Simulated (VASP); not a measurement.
Set up this calculation in VASP 6.6.1, as the native input.

```
Task                   : relaxation of cell and atoms
Functional             : PBE
Potentials or basis    : VASP PAW PBE potentials, release 64 (Si, C)
Cutoff                 : 600 eV
k mesh                 : 6 × 6 × 2
Occupations            : gaussian, width 0.1 eV
Spin                   : no spin polarisation
Dipole correction      : no
Further INCAR settings : ALGO = Normal; EDIFF = 1e-06; IBRION = 2; EDIFFG = -0.04; NSW = 90; ISIF = 3
```

The structure of SiC2 lies in POSCAR:

```
SiC2
1.0
    2.6447227300      0.0000000000      0.0000000000
   -1.3223613600      2.2903970700      0.0000000000
    0.0000000000      0.0000000000     13.4789956300
Si C
2 4
Direct
    0.3333333300      0.6666666700      0.4166666700
    0.6666666700      0.3333333300      0.5833333300
    0.3333333300      0.6666666700      0.7500000000
    0.3333333300      0.6666666700      0.0833333300
    0.6666666700      0.3333333300      0.9166666700
    0.6666666700      0.3333333300      0.2500000000
```

The input as run:

INCAR

```
PREC = Accurate
ENCUT = 600
EDIFF = 1E-6
ISMEAR = 0
SIGMA = 0.1
LREAL = False
LASPH = True
NELM = 100
ALGO = Normal
ISIF = 3
LWAVE = False
LCHARG = False
GGA = PE
IBRION = 2
NSW = 90
EDIFFG = -0.04
```

KPOINTS

```
Automatic mesh
0
Gamma
  6 6 2
```

Potentials or basis: VASP PAW PBE potentials, release 64 (Si, C).

Launch:

```sh
$ cat potpaw_PBE.64/Si/POTCAR potpaw_PBE.64/C/POTCAR > POTCAR
$ mpirun -np 1 vasp_std > vasp.out
```

It gave:

- Relaxed volume: 12.02 Å³/atom
- Relaxed cell: a = 2.496 Å, b = 2.496 Å, c = 13.373 Å, α = 90.00°, β = 90.00°, γ = 120.00°
- Space group after relaxing (to 0.1 Å): P-3m1 (No. 164)
- Energy gained by relaxing: 3478.5 meV/atom
- Ionic steps: 79
- Pressure after relaxing: -0.1 GPa
- Largest force after relaxing: 0.010 eV/Å
- Band gap on the k mesh: zero (bands 12 and 13 overlap by 2.03 eV)

Caveat: the k points lie up to 0.48 Å⁻¹ apart in the final cell, too coarse for converged energies and pressures of a metal; this functional lacks dispersion, which binds the layers, so the pressure and a relaxed spacing across them are unreliable.

Wall time 8.6 min on 1 thread of Intel(R) Xeon(R) 6975P-C (Granite Rapids), on a shared host, peak memory 0.25 GiB.
